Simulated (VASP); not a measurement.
# BaTiO3 (P4mm) in VASP: notebook

The runs below take BaTiO3 through single point, with PBE.

Everything below comes from runs of VASP 6.6.1. Logs are shortened: lines on timing, memory, paths and dates and some standing lists are left out, and cuts for length are marked.

**1. The cell of the first run**

The structure is tetragonal, space group P4mm (No. 99). Conventional cell: a = 4.078 Å, b = 4.078 Å, c = 4.097 Å, α = 90.00°, β = 90.00°, γ = 90.00°. Ba (site symmetry 4mm) has 12 O at 2.82 to 2.96 Å and 8 Ti at 3.50 to 3.58 Å within 3.7 Å. Ti (site symmetry 4mm) has 6 O at 1.82 to 2.28 Å within 2.4 Å. Within 2.4 Å of O (site symmetry 4mm) lie 2 Ti at 1.82 to 2.28 Å. Within 2.7 Å of O (site symmetry 2mm) lie 2 Ti at 2.05 Å.

**2. Single point, PBE (volume scaled by 1.06, then relaxed in part)**

The input, INCAR:

```
PREC = Accurate ; ENCUT = 520
EDIFF = 1E-7 ; ISMEAR = -1
SIGMA = 0.02 ; LREAL = False
LASPH = True ; NELM = 100
ALGO = Normal ; ISIF = 2
LWAVE = False ; LCHARG = False
GGA = PE ; NBANDS = 28
```

The input, KPOINTS:

```
Automatic mesh
0
Gamma
  8 8 8
```

The input, POSCAR:

```
BaTiO3
1.0
    4.0782473671      0.0000000000      0.0000000000
    0.0000000000      4.0782473671      0.0000000000
    0.0000000000      0.0000000000      4.0968043205
Ba Ti O
1 1 3
Direct
    0.0000000000      0.0000000000     -0.0092542613
    0.5000000000      0.5000000000      0.4748657848
    0.5000000000      0.5000000000      0.0317072437
    0.5000000000      0.0000000000      0.5153406164
    0.0000000000      0.5000000000      0.5153406164
```

Potentials or basis: VASP PAW PBE potentials, release 64 (Ba_sv, Ti_sv, O).

Started as:

```bash
> cat potpaw_PBE.64/Ba_sv/POTCAR potpaw_PBE.64/Ti_sv/POTCAR potpaw_PBE.64/O/POTCAR > POTCAR
> mpirun -np 1 vasp_std > vasp.out
```

OUTCAR:

```text
PREC = Accurate
   ENCUT = 520
   EDIFF = 1E-7
   ISMEAR = -1
   LREAL = False
   LASPH = True
   NELM = 100
   ISIF = 2
   GGA = PE

 ion  position               nearest neighbor table
   1  0.000  0.000  0.991-   4 2.82   5 2.82   5 2.82   4 2.82   3 2.89   3 2.89   3 2.89   3 2.89
                             4 2.96   5 2.96   5 2.96   4 2.96   2 3.50   2 3.50   2 3.50   2 3.50
   2  0.500  0.500  0.475-   3 1.82   4 2.05   5 2.05   4 2.05   5 2.05   3 2.28   1 3.50   1 3.50
                             1 3.50   1 3.50   1 3.58   1 3.58   1 3.58   1 3.58
   3  0.500  0.500  0.032-   2 1.82   2 2.28   1 2.89   1 2.89   1 2.89   1 2.89
   4  0.500  0.000  0.515-   2 2.05   2 2.05   1 2.82   1 2.82   1 2.96   1 2.96
   5  0.000  0.500  0.515-   2 2.05   2 2.05   1 2.82   1 2.82   1 2.96   1 2.96

  LATTYP: Found a simple tetragonal cell.
 ALAT       =     4.0782473671
 C/A-ratio  =     1.0045502275

  Lattice vectors:

 A1 = (   4.0782473671,   0.0000000000,   0.0000000000)
 A2 = (   0.0000000000,   4.0782473671,   0.0000000000)
 A3 = (   0.0000000000,   0.0000000000,   4.0968043205)

Analysis of symmetry for initial positions (statically):
=====================================================================
 Subroutine PRICEL returns:
 Original cell was already a primitive cell.

 Routine SETGRP: Setting up the symmetry group for a
 simple tetragonal supercell.

 Subroutine GETGRP returns: Found  8 space group operations
 (whereof  8 operations were pure point group operations)
 out of a pool of 16 trial point group operations.

The static configuration has the point symmetry C_4v.

Analysis of symmetry for dynamics (positions and initial velocities):
=====================================================================
 Subroutine PRICEL returns:
 Original cell was already a primitive cell.

 Routine SETGRP: Setting up the symmetry group for a
 simple tetragonal supercell.

 Subroutine GETGRP returns: Found  8 space group operations
 (whereof  8 operations were pure point group operations)
 out of a pool of 16 trial point group operations.

The dynamic configuration has the point symmetry C_4v.

 Subroutine INISYM returns: Found  8 space group operations
 (whereof  8 operations are pure point group operations),
 and found     1 'primitive' translations

----------------------------------------------------------------------------------------

                                     Primitive cell

  volume of cell :      68.1385

  direct lattice vectors                    reciprocal lattice vectors
     4.078247367  0.000000000  0.000000000     0.245203370  0.000000000  0.000000000
     0.000000000  4.078247367  0.000000000     0.000000000  0.245203370  0.000000000
     0.000000000  0.000000000  4.096804321     0.000000000  0.000000000  0.244092693

  length of vectors
     4.078247367  4.078247367  4.096804321     0.245203370  0.245203370  0.244092693

  position of ions in fractional coordinates (direct lattice)
     0.000000000  0.000000000  0.990745739
     0.500000000  0.500000000  0.474865785
     0.500000000  0.500000000  0.031707244
     0.500000000  0.000000000  0.515340616
     0.000000000  0.500000000  0.515340616

  ion indices of the primitive-cell ions
   primitive index   ion index
                 1           1
                 2           2
                 3           3
                 4           4
                 5           5

----------------------------------------------------------------------------------------

 KPOINTS: Automatic mesh

Automatic generation of k-mesh.
 Grid dimensions read from file:
 generate k-points for:    8    8    8

 Generating k-lattice:

  Cartesian coordinates                     Fractional coordinates (reciprocal lattice)
     0.030650421  0.000000000  0.000000000     0.125000000  0.000000000  0.000000000
     0.000000000  0.030650421  0.000000000     0.000000000  0.125000000  0.000000000
     0.000000000  0.000000000  0.030511587     0.000000000  0.000000000  0.125000000

  Length of vectors
     0.030650421  0.030650421  0.030511587

  Shift w.r.t. Gamma in fractional coordinates (k-lattice)
     0.000000000  0.000000000  0.000000000

 Subroutine IBZKPT returns following result:
 ===========================================

 Found     75 irreducible k-points:

 Following reciprocal coordinates:
            Coordinates               Weight
  0.000000  0.000000  0.000000      1.000000
  0.125000  0.000000  0.000000      4.000000
  0.250000  0.000000  0.000000      4.000000
  0.375000  0.000000  0.000000      4.000000
  0.500000  0.000000  0.000000      2.000000
  0.125000  0.125000  0.000000      4.000000
[... 16 lines left out ...]
  0.375000  0.125000  0.125000     16.000000
  0.500000  0.125000  0.125000      8.000000
 [... further k-points ...]
   k-points           NKPTS =     75   k-points in BZ     NKDIM =     75   number of bands    NBANDS=     28
   number of dos      NEDOS =    301   number of ions     NIONS =      5
   total plane-waves  NPLWV =  27000
   dimension x,y,z NGX =    30 NGY =   30 NGZ =   30
   dimension x,y,z NGXF=    60 NGYF=   60 NGZF=   60
   ions per type =               1   1   3
   NGX,Y,Z   is equivalent  to a cutoff of  12.23, 12.23, 12.17 a.u.
   NGXF,Y,Z  is equivalent  to a cutoff of  24.46, 24.46, 24.35 a.u.
 SYSTEM =  unknown system
   PREC   = accura    normal or accurate (medium, high low for compatibility)
   ISTART =      0    job   : 0-new  1-cont  2-samecut
   ICHARG =      2    charge: 1-file 2-atom 10-const
   ISPIN  =      1    spin polarized calculation?
   LNONCOLLINEAR =      F non collinear calculations
   LSORBIT =      F    spin-orbit coupling
   LASPH  =      T    aspherical Exc in radial PAW
   ENCUT  =  520.0 eV  38.22 Ry    6.18 a.u.   7.58  7.58  7.62*2*pi/ulx,y,z
   NELM   =    100;   NELMIN=  2; NELMDL= -5     # of ELM steps
   EDIFF  = 0.1E-06   stopping-criterion for ELM
   LREAL  =      F    real-space projection
   EDIFFG = 0.1E-05   stopping-criterion for IOM
   NSW    =      0    number of steps for IOM
   IBRION =     -1    ionic relax: 0-MD 1-quasi-New 2-CG
   NFREE  =      0    steps in history (QN), initial steepest desc. (CG)
   ISIF   =      2    stress and relaxation
   ISYM   =      2    0-nonsym 1-usesym 2-fastsym
   POTIM  = 0.5000    time-step for ionic-motion
   TEBEG  =    0.0;   TEEND  =   0.0 temperature during run
   PSTRESS=    0.0 pullay stress
   NELECT =      40.0000    total number of electrons
   NUPDOWN=      -1.0000    fix difference up-down
   EMIN   =  10.00;   EMAX   =-10.00  energy-range for DOS
   EFERMI =   0.00;   METHOD = LEGACY
   ISMEAR =    -1;   SIGMA  =   0.02  broadening in eV -4-tet -1-fermi 0-gaus
   EFERMI_NEDOS =   21; number of points for ismear=-14 and -15
   IALGO  =     38    algorithm
   IMIX   =      4    mixing-type and parameters
     AMIX     =   0.40;   BMIX     =  1.00
     AMIX_MAG =   1.60;   BMIX_MAG =  1.00
  volume/ion in A,a.u.               =      13.63        91.96
  Fermi-wavevector in a.u.,A,eV,Ry     =   1.370768  2.590376 25.565424  1.879006
  Thomas-Fermi vector in A             =   2.496525
   LORBIT       =      0    0 simple, 1 ext, 2 COOP (PROOUT), +10 PAW based schemes
   GGA     = PE    functional components
   LHFCALC =     F    Hartree Fock is set to
   AEXX    =    0.0000 exact exchange contribution
   IVDW    =     0    specifies the selected vdW correction
   LEPSILON=     F    determine dielectric tensor
   LRPA    =     F    only Hartree local field effects (RPA)
 non-spin polarized calculation
  energy-cutoff  :      520.00
  volume of cell :       68.14
 maximum number of plane-waves:      1856
   NGX = 15   NGY = 15   NGZ = 15

 number of electron      39.9999985 magnetization

 Free energy of the ion-electron system (eV)
  ---------------------------------------------------
  ext. energy  EPLUGINS =         0.00000000
  ---------------------------------------------------
  free energy    TOTEN  =       -40.00491824 eV

  energy without entropy =      -40.00491824  energy(sigma->0) =      -40.00491824

 E-fermi :   3.9910     XC(G=0): -10.9238

 val. band max:        3.4835368323   @ k =   0.5000   0.5000   0.5000
 cond. band min:       5.2057684204   @ k =   0.0000   0.0000   0.0000
 fundamental gap:      1.7222315881
 Fermi energy:         3.9910455853

 k-point     1 :       0.0000    0.0000    0.0000
  band No.  band energies     occupation
      1     -53.2404      2.00000
      2     -29.5389      2.00000
      3     -29.4235      2.00000
      4     -29.4235      2.00000
      5     -21.6254      2.00000
      6     -13.4094      2.00000
[... 20 lines left out ...]
     27       8.3972      0.00000
     28      10.0604      0.00000

 k-point     2 :       0.1250    0.0000    0.0000
  band No.  band energies     occupation
      1     -53.2403      2.00000
      2     -29.5387      2.00000
      3     -29.4293      2.00000
      4     -29.4233      2.00000
      5     -21.6130      2.00000
      6     -13.4225      2.00000
[... 20 lines left out ...]
     27       8.6660      0.00000
     28      10.4192      0.00000

 k-point     3 :       0.2500    0.0000    0.0000
  band No.  band energies     occupation
      1     -53.2400      2.00000
      2     -29.5381      2.00000
      3     -29.4432      2.00000
      4     -29.4228      2.00000
      5     -21.5826      2.00000
      6     -13.4760      2.00000
[... 20 lines left out ...]
     27       9.3622      0.00000
     28      11.3960      0.00000

 k-point     4 :       0.3750    0.0000    0.0000
  band No.  band energies     occupation
      1     -53.2397      2.00000
      2     -29.5376      2.00000
      3     -29.4571      2.00000
      4     -29.4223      2.00000
      5     -21.5518      2.00000
      6     -13.5513      2.00000
[... 20 lines left out ...]
     27      10.2101      0.00000
     28      11.3890      0.00000

 k-point     5 :       0.5000    0.0000    0.0000
  band No.  band energies     occupation
      1     -53.2396      2.00000
      2     -29.5374      2.00000
      3     -29.4628      2.00000
      4     -29.4221      2.00000
      5     -21.5389      2.00000
      6     -13.5865      2.00000
[... 20 lines left out ...]
     27      10.6193      0.00000
     28      11.3549      0.00000

 k-point     6 :       0.1250    0.1250    0.0000
  band No.  band energies     occupation
      1     -53.2402      2.00000
      2     -29.5385      2.00000
      3     -29.4292      2.00000
      4     -29.4290      2.00000
      5     -21.6011      2.00000
      6     -13.4255      2.00000
[... 463 lines left out ...]
      5     -21.5902      2.00000
      6     -13.3834      2.00000
[... 20 lines left out ...]
     27       9.1433      0.00000
     28      10.7944      0.00000

 k-point    22 :       0.2500    0.1250    0.1250
  band No.  band energies     occupation
      1     -53.2398      2.00000
      2     -29.5435      2.00000
      3     -29.4427      2.00000
      4     -29.4283      2.00000
      5     -21.5625      2.00000
      6     -13.4003      2.00000
[... 20 lines left out ...]
     27       9.7967      0.00000
     28      11.2127      0.00000

 k-point    23 :       0.3750    0.1250    0.1250
  band No.  band energies     occupation
      1     -53.2395      2.00000
      2     -29.5429      2.00000
      3     -29.4564      2.00000
      4     -29.4278      2.00000
      5     -21.5343      2.00000
      6     -13.4439      2.00000
[... 20 lines left out ...]
     27      10.6069      0.00000
     28      11.6937      0.00000

 k-point    24 :       0.5000    0.1250    0.1250
  band No.  band energies     occupation
      1     -53.2394      2.00000
      2     -29.5427      2.00000
      3     -29.4621      2.00000
      4     -29.4275      2.00000
      5     -21.5226      2.00000
      6     -13.4676      2.00000
[... 20 lines left out ...]
     27      10.9572      0.00000
     28      11.8582      0.00000

 [... further k-points ...]
[... 5 lines left out ...]
  --------------------------------------------------------------------------------------
  -------------------------------------------------------------------------------------
  Total       -1.9141042     -1.9141042      0.3057513      0.0000000     -0.0000000      0.0000000
  in kB      -45.0073879    -45.0073879      7.1892979      0.0000000     -0.0000000      0.0000000
  external PRESSURE =     -27.6084926 kB  Pullay stress =       0.0000000 kB

 VOLUME and BASIS-vectors are now :
 -----------------------------------------------------------------------------
  energy-cutoff  :      520.00
  volume of cell :       68.14
      direct lattice vectors                 reciprocal lattice vectors
     4.078247367  0.000000000  0.000000000     0.245203370  0.000000000  0.000000000
     0.000000000  4.078247367  0.000000000     0.000000000  0.245203370  0.000000000
     0.000000000  0.000000000  4.096804321     0.000000000  0.000000000  0.244092693

 POSITION                                       TOTAL-FORCE (eV/Angst)
 -----------------------------------------------------------------------------------
      0.00000      0.00000      4.05889         0.000000     -0.000000      0.046265
      2.03912      2.03912      1.94543         0.000000      0.000000      0.100102
      2.03912      2.03912      0.12990         0.000000     -0.000000     -0.079549
      2.03912      0.00000      2.11125         0.000000     -0.000000     -0.033409
      0.00000      2.03912      2.11125        -0.000000     -0.000000     -0.033409
 -----------------------------------------------------------------------------------
    total drift:                                0.000000      0.000000     -0.000613

  FREE ENERGIE OF THE ION-ELECTRON SYSTEM (eV)
  ---------------------------------------------------
  free  energy   TOTEN  =       -40.0049182432 eV

  energy  without entropy=      -40.0049182432  energy(sigma->0) =      -40.00491824
```

Wall time 7.4 min (1 thread of AMD EPYC 7R13 (Zen 3), shared host); peak memory 0.24 GiB.

What came out:

| Quantity | Value |
| --- | --- |
| Free energy | -40.0049 eV |
| Pressure | -2.8 GPa |
| Largest force | 0.100 eV/Å |
| Band gap on the k mesh | 1.72 eV, indirect (least direct gap 2.17 eV) |

Forces in eV/Å, atoms in the order of the input:
```
Ba   0.000  0.000  0.046
Ti   0.000  0.000  0.100
O    0.000  0.000 -0.080
O    0.000  0.000 -0.033
O    0.000  0.000 -0.033
```

Stress tensor (GPa, compression positive):
```
-4.50  0.00  0.00
 0.00 -4.50  0.00
 0.00  0.00  0.72
```

Levels at points of the mesh, in eV from the valence-band top:
| k point | band 18 | band 19 | band 20 | band 21 | band 22 | band 23 |
| --- | --- | --- | --- | --- | --- | --- |
| (0.00, 0.00, 0.00) | -0.64 | -0.45 | -0.45 | 1.72 | 2.25 | 2.25 |
| (0.50, 0.00, 0.00) | -1.54 | -1.29 | -1.11 | 2.33 | 3.25 | 3.36 |
| (0.50, 0.50, 0.00) | -1.21 | -1.21 | -0.08 | 3.38 | 3.38 | 3.67 |
| (0.00, 0.00, 0.50) | -1.84 | -0.71 | -0.71 | 1.87 | 3.48 | 3.48 |
| (0.50, 0.00, 0.50) | -0.95 | -0.91 | -0.31 | 3.28 | 3.49 | 3.71 |
| (0.50, 0.50, 0.50) | -0.23 | -0.23 | 0.00 | 3.85 | 3.92 | 3.92 |

Caveat: spin-orbit coupling is left out, which moves the levels of the heavy elements. A k mesh can miss the band edges.

**3. Single point, PBE (z stretched by +2 %, then relaxed in part)**

The input, INCAR:

```
SYSTEM = BaTiO3
PREC = Accurate ; ENCUT = 520
EDIFF = 1E-7 ; ISMEAR = -1
SIGMA = 0.02 ; LREAL = .False.
LASPH = .True. ; NELM = 100
ALGO = Normal ; ISIF = 2
LWAVE = .False. ; LCHARG = .False.
GGA = PE ; NBANDS = 28
```

The input, KPOINTS:

```
Automatic mesh
0
Gamma
  8 8 8
  0 0 0
```

The input, POSCAR:

```
BaTiO3
1.0
    3.9998000000      0.0000000000      0.0000000000
    0.0000000000      3.9998000000      0.0000000000
    0.0000000000      0.0000000000      4.0983600000
Ba Ti O
1 1 3
Direct
    0.0000000000      0.0000000000     -0.0074425626
    0.5000000000      0.5000000000      0.4757136112
    0.5000000000      0.5000000000      0.0296350487
    0.5000000000      0.0000000000      0.5150469514
    0.0000000000      0.5000000000      0.5150469514
```

Potentials or basis: VASP PAW PBE potentials, release 64 (Ba_sv, Ti_sv, O).

Started as:

```bash
> cat potpaw_PBE.64/Ba_sv/POTCAR potpaw_PBE.64/Ti_sv/POTCAR potpaw_PBE.64/O/POTCAR > POTCAR
> mpirun -np 1 vasp_std > vasp.out
```

It took 2.2 min on 1 thread of Intel Xeon Platinum 8259CL at 2.50GHz (Skylake/Cascade Lake), shared host; peak memory 0.27 GiB.

The run converged. Its results:

```yaml
Free_energy: -40.0244 eV
Pressure: 2.8 GPa
Largest_force: 0.077 eV/Å
Band_gap_on_the_k_mesh: 1.78 eV, indirect (least direct gap 2.25 eV)
```

Forces in eV/Å, atoms in the order of the input:
```
Ba   0.000  0.000  0.036
Ti   0.000  0.000  0.077
O    0.000  0.000 -0.076
O    0.000  0.000 -0.018
O    0.000  0.000 -0.018
```

Stress tensor (GPa, compression positive):
```
2.28 0.00 0.00
0.00 2.28 0.00
0.00 0.00 3.74
```

Levels at points of the mesh, in eV from the valence-band top:
| k point | band 16 | band 17 | band 18 | band 19 | band 20 | band 21 | band 22 | band 23 | band 24 | band 25 |
| --- | --- | --- | --- | --- | --- | --- | --- | --- | --- | --- |
| (0.00, 0.00, 0.00) | -1.52 | -1.22 | -0.64 | -0.47 | -0.47 | 1.78 | 2.26 | 2.26 | 3.98 | 4.19 |
| (0.50, 0.00, 0.00) | -1.96 | -1.88 | -1.68 | -1.31 | -1.12 | 2.36 | 3.45 | 3.53 | 4.09 | 5.64 |
| (0.50, 0.50, 0.00) | -2.84 | -1.91 | -1.12 | -1.12 | -0.08 | 3.56 | 3.56 | 3.90 | 4.41 | 7.50 |
| (0.00, 0.00, 0.50) | -2.11 | -1.99 | -1.97 | -0.72 | -0.72 | 1.93 | 3.52 | 3.52 | 3.98 | 5.94 |
| (0.50, 0.00, 0.50) | -2.64 | -1.79 | -1.03 | -0.98 | -0.36 | 3.48 | 3.53 | 3.82 | 4.78 | 7.33 |
| (0.50, 0.50, 0.50) | -2.57 | -2.56 | -0.28 | -0.28 | 0.00 | 4.07 | 4.07 | 4.10 | 6.20 | 6.52 |

Caveat: the cell differs from its parent crystal (z stretched by +2 %, then relaxed in part); spin-orbit coupling is left out, which moves the levels of the heavy elements. A k mesh can miss the band edges.

(Continued in part 2 of 2.)
